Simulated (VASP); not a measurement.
# Zr3ZnN2 (P6/mmm) in VASP: a series of runs

Runs on Zr3ZnN2. Level: PBE. Tasks: relaxation of cell and atoms, single point.

Program: VASP 6.6.1. These are calculated values, not measurements. Logs are shortened: lines on timing, memory, paths and dates and some standing lists are left out, and cuts for length are marked.

### 1 The cell of the first run

It takes space group P6/mmm (No. 191, hexagonal). The conventional cell has a = 5.976 Å, b = 5.976 Å, c = 3.087 Å, α = 90.00°, β = 90.00°, γ = 120.00°. Within 3.1 Å of Zr (site symmetry mmm) lie 4 N at 2.32 Å and 2 Zn at 2.99 Å and 6 Zr at 2.99 to 3.09 Å. Within 3.9 Å of Zn (site symmetry 6/mmm) lie 6 Zr at 2.99 Å and 2 Zn at 3.09 Å and 12 N at 3.78 Å. Within 3.1 Å of N (site symmetry -6m2) lie 6 Zr at 2.32 Å and 2 N at 3.09 Å.

The cell was built from a structure type or drawn by symmetry, and may not be a known phase.

### 2 Relaxation of cell and atoms, PBE

File INCAR:

```
PREC = Accurate
ENCUT = 600
EDIFF = 1E-6
ISMEAR = 0
SIGMA = 0.1
LREAL = False
LASPH = True
NELM = 100
ALGO = Normal
ISIF = 3
LWAVE = False
LCHARG = False
GGA = PE
IBRION = 2
NSW = 90
EDIFFG = -0.04
```

File KPOINTS:

```
regular mesh
0
Gamma
  3 3 6
```

File POSCAR:

```
Zr3ZnN2
1.0
    5.9763450604      0.0000000000      0.0000000000
   -2.9881725302      5.1756666441      0.0000000000
    0.0000000000      0.0000000000      3.0874662402
Zr Zn N
3 1 2
Direct
    0.5000000000      0.0000000000      0.0000000000
    0.0000000000      0.5000000000      0.0000000000
    0.5000000000      0.5000000000      0.0000000000
    0.0000000000      0.0000000000      0.0000000000
    0.3333333333      0.6666666667      0.5000000000
    0.6666666667      0.3333333333      0.5000000000
```

Potentials or basis: VASP PAW PBE potentials, release 64 (Zr_sv, Zn, N).

Launch:

```
cat potpaw_PBE.64/Zr_sv/POTCAR potpaw_PBE.64/Zn/POTCAR potpaw_PBE.64/N/POTCAR > POTCAR
mpirun -np 1 vasp_std > vasp.out
```

OUTCAR:

```text
PREC = Accurate
   ENCUT = 600
   EDIFF = 1E-6
   ISMEAR = 0
   LREAL = False
   LASPH = True
   NELM = 100
   ISIF = 3
   GGA = PE
   IBRION = 2
   NSW = 90
   EDIFFG = -0.04

 ion  position               nearest neighbor table
   1  0.500  0.000  0.000-   5 2.32   6 2.32   5 2.32   6 2.32   4 2.99   4 2.99   2 2.99   3 2.99
                             3 2.99   2 2.99
   2  0.000  0.500  0.000-   5 2.32   6 2.32   5 2.32   6 2.32   3 2.99   3 2.99   4 2.99   4 2.99
                             1 2.99   1 2.99
   3  0.500  0.500  0.000-   5 2.32   6 2.32   5 2.32   6 2.32   2 2.99   2 2.99   4 2.99   1 2.99
                             1 2.99   4 2.99
   4  0.000  0.000  0.000-   1 2.99   1 2.99   3 2.99   2 2.99   2 2.99   3 2.99
   5  0.333  0.667  0.500-   2 2.32   2 2.32   1 2.32   1 2.32   3 2.32   3 2.32
   6  0.667  0.333  0.500-   2 2.32   2 2.32   1 2.32   1 2.32   3 2.32   3 2.32

  LATTYP: Found a hexagonal cell.
 ALAT       =     5.9763450604
 C/A-ratio  =     0.5166144540

  Lattice vectors:

 A1 = (   5.9763450604,   0.0000000000,   0.0000000000)
 A2 = (  -2.9881725302,   5.1756666441,   0.0000000000)
 A3 = (   0.0000000000,   0.0000000000,   3.0874662402)

Analysis of symmetry for initial positions (statically):
=====================================================================
 Subroutine PRICEL returns:
 Original cell was already a primitive cell.

 Routine SETGRP: Setting up the symmetry group for a
 hexagonal supercell.

 Subroutine GETGRP returns: Found 24 space group operations
 (whereof 24 operations were pure point group operations)
 out of a pool of 24 trial point group operations.

The static configuration has the point symmetry D_6h.

Analysis of symmetry for dynamics (positions and initial velocities):
=====================================================================
 Subroutine PRICEL returns:
 Original cell was already a primitive cell.

 Routine SETGRP: Setting up the symmetry group for a
 hexagonal supercell.

 Subroutine GETGRP returns: Found 24 space group operations
 (whereof 24 operations were pure point group operations)
 out of a pool of 24 trial point group operations.

The dynamic configuration has the point symmetry D_6h.

 Subroutine INISYM returns: Found 24 space group operations
 (whereof 24 operations are pure point group operations),
 and found     1 'primitive' translations

----------------------------------------------------------------------------------------

                                     Primitive cell

  volume of cell :      95.5002

  direct lattice vectors                    reciprocal lattice vectors
     5.976345060  0.000000000  0.000000000     0.167326349  0.096605913  0.000000000
    -2.988172530  5.175666644  0.000000000     0.000000000  0.193211825  0.000000000
     0.000000000  0.000000000  3.087466240     0.000000000  0.000000000  0.323890181

  length of vectors
     5.976345060  5.976345060  3.087466240     0.193211825  0.193211825  0.323890181

  position of ions in fractional coordinates (direct lattice)
     0.500000000  0.000000000  0.000000000
     0.000000000  0.500000000  0.000000000
     0.500000000  0.500000000  0.000000000
     0.000000000  0.000000000  0.000000000
     0.333333333  0.666666667  0.500000000
     0.666666667  0.333333333  0.500000000

  ion indices of the primitive-cell ions
   primitive index   ion index
                 1           1
                 2           2
                 3           3
                 4           4
                 5           5
                 6           6

----------------------------------------------------------------------------------------

 KPOINTS: regular mesh

Automatic generation of k-mesh.
 Grid dimensions read from file:
 generate k-points for:    3    3    6

 Generating k-lattice:

  Cartesian coordinates                     Fractional coordinates (reciprocal lattice)
     0.055775450  0.032201971  0.000000000     0.333333333  0.000000000  0.000000000
     0.000000000  0.064403942  0.000000000     0.000000000  0.333333333  0.000000000
     0.000000000  0.000000000  0.053981697     0.000000000  0.000000000  0.166666667

  Length of vectors
     0.064403942  0.064403942  0.053981697

  Shift w.r.t. Gamma in fractional coordinates (k-lattice)
     0.000000000  0.000000000  0.000000000

 Subroutine IBZKPT returns following result:
 ===========================================

 Found     12 irreducible k-points:

 Following reciprocal coordinates:
            Coordinates               Weight
  0.000000  0.000000  0.000000      1.000000
  0.333333 -0.000000  0.000000      6.000000
  0.333333  0.333333  0.000000      2.000000
  0.000000  0.000000  0.166667      2.000000
  0.333333 -0.000000  0.166667     12.000000
  0.333333  0.333333  0.166667      4.000000
  0.000000  0.000000  0.333333      2.000000
  0.333333 -0.000000  0.333333     12.000000
  0.333333  0.333333  0.333333      4.000000
  0.000000  0.000000  0.500000      1.000000
  0.333333 -0.000000  0.500000      6.000000
  0.333333  0.333333  0.500000      2.000000
   k-points           NKPTS =     12   k-points in BZ     NKDIM =     12   number of bands    NBANDS=     34
   number of dos      NEDOS =    301   number of ions     NIONS =      6
   total plane-waves  NPLWV =  64512
   dimension x,y,z NGX =    48 NGY =   48 NGZ =   28
   dimension x,y,z NGXF=    96 NGYF=   96 NGZF=   56
   ions per type =               3   1   2
   NGX,Y,Z   is equivalent  to a cutoff of  13.35, 13.35, 15.08 a.u.
   NGXF,Y,Z  is equivalent  to a cutoff of  26.70, 26.70, 30.15 a.u.
 SYSTEM =  unknown system
   PREC   = accura    normal or accurate (medium, high low for compatibility)
   ISTART =      0    job   : 0-new  1-cont  2-samecut
   ICHARG =      2    charge: 1-file 2-atom 10-const
   ISPIN  =      1    spin polarized calculation?
   LNONCOLLINEAR =      F non collinear calculations
   LSORBIT =      F    spin-orbit coupling
   LASPH  =      T    aspherical Exc in radial PAW
   ENCUT  =  600.0 eV  44.10 Ry    6.64 a.u.  11.94 11.94  6.17*2*pi/ulx,y,z
   NELM   =    100;   NELMIN=  2; NELMDL= -5     # of ELM steps
   EDIFF  = 0.1E-05   stopping-criterion for ELM
   LREAL  =      F    real-space projection
   EDIFFG = -.4E-01   stopping-criterion for IOM
   NSW    =     90    number of steps for IOM
   IBRION =      2    ionic relax: 0-MD 1-quasi-New 2-CG
   NFREE  =      1    steps in history (QN), initial steepest desc. (CG)
   ISIF   =      3    stress and relaxation
   ISYM   =      2    0-nonsym 1-usesym 2-fastsym
   POTIM  = 0.5000    time-step for ionic-motion
   TEBEG  =    0.0;   TEEND  =   0.0 temperature during run
   PSTRESS=    0.0 pullay stress
   NELECT =      58.0000    total number of electrons
   NUPDOWN=      -1.0000    fix difference up-down
   EMIN   =  10.00;   EMAX   =-10.00  energy-range for DOS
   EFERMI =   0.00;   METHOD = LEGACY
   ISMEAR =     0;   SIGMA  =   0.10  broadening in eV -4-tet -1-fermi 0-gaus
   EFERMI_NEDOS =   21; number of points for ismear=-14 and -15
   IALGO  =     38    algorithm
   IMIX   =      4    mixing-type and parameters
     AMIX     =   0.40;   BMIX     =  1.00
     AMIX_MAG =   1.60;   BMIX_MAG =  1.00
  volume/ion in A,a.u.               =      15.92       107.41
  Fermi-wavevector in a.u.,A,eV,Ry     =   1.386382  2.619881 26.151129  1.922054
  Thomas-Fermi vector in A             =   2.510703
   LORBIT       =      0    0 simple, 1 ext, 2 COOP (PROOUT), +10 PAW based schemes
   GGA     = PE    functional components
   LHFCALC =     F    Hartree Fock is set to
   AEXX    =    0.0000 exact exchange contribution
   IVDW    =     0    specifies the selected vdW correction
   LEPSILON=     F    determine dielectric tensor
   LRPA    =     F    only Hartree local field effects (RPA)
 conjugate gradient relaxation of ions
 non-spin polarized calculation
 Gauss-broadening in eV      SIGMA  =   0.10
  energy-cutoff  :      600.00
  volume of cell :       95.50
 maximum number of plane-waves:      3210
 NGX is ok and might be reduce to    48
   NGX = 23   NGY = 23   NGZ = 13

--------------------------------------- Ionic step        1  -------------------------------------------

 number of electron      57.9999993 magnetization

 Free energy of the ion-electron system (eV)
  ---------------------------------------------------
  ext. energy  EPLUGINS =         0.00000000
  ---------------------------------------------------
  free energy    TOTEN  =       -48.50453149 eV

  energy without entropy =      -48.47610105  energy(sigma->0) =      -48.49031627

------------------------ aborting loop because EDIFF is reached ----------------------------------------

  FORCE on cell =-STRESS in cart. coord.  units (eV):
  Direction    XX          YY          ZZ          XY          YZ          ZX
  --------------------------------------------------------------------------------------
  -------------------------------------------------------------------------------------
  Total        0.0636724      0.0636724      0.5417296      0.0000000     -0.0000000      0.0000000
  in kB        1.0682118      1.0682118      9.0884315      0.0000000     -0.0000000      0.0000000
  external PRESSURE =       3.7416184 kB  Pullay stress =       0.0000000 kB
[... 65 lines left out ...]
  energy  without entropy=      -48.4766191684  energy(sigma->0) =      -48.49071528

--------------------------------------- Ionic step        3  -------------------------------------------

 number of electron      57.9999993 magnetization

 Free energy of the ion-electron system (eV)
  ---------------------------------------------------
  ext. energy  EPLUGINS =         0.00000000
  ---------------------------------------------------
  free energy    TOTEN  =       -48.50521165 eV

  energy without entropy =      -48.47693046  energy(sigma->0) =      -48.49107106

 E-fermi :   8.0587     XC(G=0): -11.3205

 val. band max:        8.0074788468   @ k =   0.3333   0.3333   0.3333
 cond. band min:       8.0610693619   @ k =   0.3333  -0.0000   0.3333
 fundamental gap:      0.0535905151
 Fermi energy:         8.0586676453

 k-point     1 :       0.0000    0.0000    0.0000
  band No.  band energies     occupation
      1     -40.9889      2.00000
      2     -40.8205      2.00000
      3     -40.8205      2.00000
      4     -19.9711      2.00000
      5     -19.2852      2.00000
      6     -19.2852      2.00000
[... 466 lines left out ...]
  FREE ENERGIE OF THE ION-ELECTRON SYSTEM (eV)
  ---------------------------------------------------
  free  energy   TOTEN  =       -48.5052116473 eV

  energy  without entropy=      -48.4769304627  energy(sigma->0) =      -48.49107106

 reached required accuracy - stopping structural energy minimisation
```

Run time: 88 s. Hardware: 1 thread of AMD EPYC 9R45 (Zen 5), shared host; peak memory 0.24 GiB.

What came out:

```yaml
Free_energy: -48.5052 eV
Relaxed_volume: 15.97 Å³/atom
Relaxed_cell: a = 5.978 Å, b = 5.978 Å, c = 3.095 Å, α = 90.00°, β = 90.00°, γ = 120.00°
Space_group_after_relaxing_to_0.1_Å: P6/mmm (No. 191)
Energy_gained_by_relaxing: 0.1 meV/atom
Ionic_steps: 3
Pressure_after_relaxing: -0.1 GPa
Band_gap_on_the_k_mesh: zero (bands 29 and 30 overlap by 1.33 eV)
```

The path:
| step | energy change (eV) | largest force (eV/Å) | pressure (GPa) | volume (Å³) |
| --- | --- | --- | --- | --- |
| 1 | 0.0000 | 0.0000 | 0.37 | 95.50 |
| 2 | -0.0003 | 0.0000 | -0.47 | 96.01 |
| 3 | -0.0007 | 0.0000 | -0.11 | 95.79 |

Final structure:
```
CELL_PARAMETERS angstrom
5.97807 0.00000 0.00000
-2.98904 5.17716 0.00000
0.00000 0.00000 3.09505
ATOMIC_POSITIONS crystal
Zr 0.50000 0.00000 0.00000
Zr 0.00000 0.50000 0.00000
Zr 0.50000 0.50000 0.00000
Zn 0.00000 0.00000 0.00000
N 0.33333 0.66667 0.50000
N 0.66667 0.33333 0.50000
```

Levels at points of the mesh, in eV from the Fermi level:
```csv
k point,band 27,band 28,band 29,band 30,band 31,band 32
"(0.00, 0.00, 0.00)",-2.19,-1.23,-1.23,0.92,0.92,2.10
"(0.00, 0.00, 0.50)",-0.93,-0.93,-0.31,0.10,0.10,1.93
```

Caveat: the k points lie up to 0.40 Å⁻¹ apart in the final cell, too coarse for converged energies and pressures of a metal.

### 3 Single point, PBE, collinear spin

File INCAR:

```
PREC = Accurate
ENCUT = 520
EDIFF = 1E-6
ISMEAR = 0
SIGMA = 0.1
LREAL = F
LASPH = T
NELM = 150
ALGO = Normal
ISIF = 2
LWAVE = F
LCHARG = F
ISPIN = 2
MAGMOM = 1 1 1 0 0 0
LORBIT = 11
LMAXMIX = 4
GGA = PE
NBANDS = 42
```

KPOINTS is that of step 2.

Changes to POSCAR since step 2:

```diff
@@ -2,5 +2,5 @@
 1.0
-    5.9763450604      0.0000000000      0.0000000000
-   -2.9881725302      5.1756666441      0.0000000000
-    0.0000000000      0.0000000000      3.0874662402
+    5.9731280145      0.0000000000      0.0000000000
+   -2.9865640072      5.1728806006      0.0000000000
+    0.0000000000      0.0000000000      3.0952126775
 Zr Zn N
```

Potentials or basis: VASP PAW PBE potentials, release 64 (Zr_sv, Zn, N).

Launch:

```
cat potpaw_PBE.64/Zr_sv/POTCAR potpaw_PBE.64/Zn/POTCAR potpaw_PBE.64/N/POTCAR > POTCAR
mpirun -np 1 vasp_std > vasp.out
```

Wall time 78 s (1 thread of AMD EPYC 9R45 (Zen 5), shared host); peak memory 0.27 GiB.

It converged, with:

```
Free energy                                           : -48.5020 eV
Pressure                                              : 0.2 GPa
Band gap on the k mesh                                : zero (filled and empty bands overlap)
Net moment                                            : 0.01 μB per cell
Valence electrons inside the program's atomic spheres : Zr 9.89; Zn 10.76; N 3.69
```

Levels at points of the mesh, in eV from the Fermi level:
Spin up:
| k point | band 27 | band 28 | band 29 | band 30 | band 31 | band 32 |
| --- | --- | --- | --- | --- | --- | --- |
| (0.00, 0.00, 0.00) | -2.19 | -1.24 | -1.24 | 0.92 | 0.92 | 2.09 |
| (0.00, 0.00, 0.50) | -0.94 | -0.94 | -0.31 | 0.10 | 0.10 | 1.94 |
Spin down:
| k point | band 27 | band 28 | band 29 | band 30 | band 31 | band 32 |
| --- | --- | --- | --- | --- | --- | --- |
| (0.00, 0.00, 0.00) | -2.19 | -1.23 | -1.23 | 0.92 | 0.92 | 2.10 |
| (0.00, 0.00, 0.50) | -0.94 | -0.94 | -0.31 | 0.10 | 0.10 | 1.95 |

Caveat: the k points lie up to 0.40 Å⁻¹ apart, too coarse for converged energies and pressures of a metal.
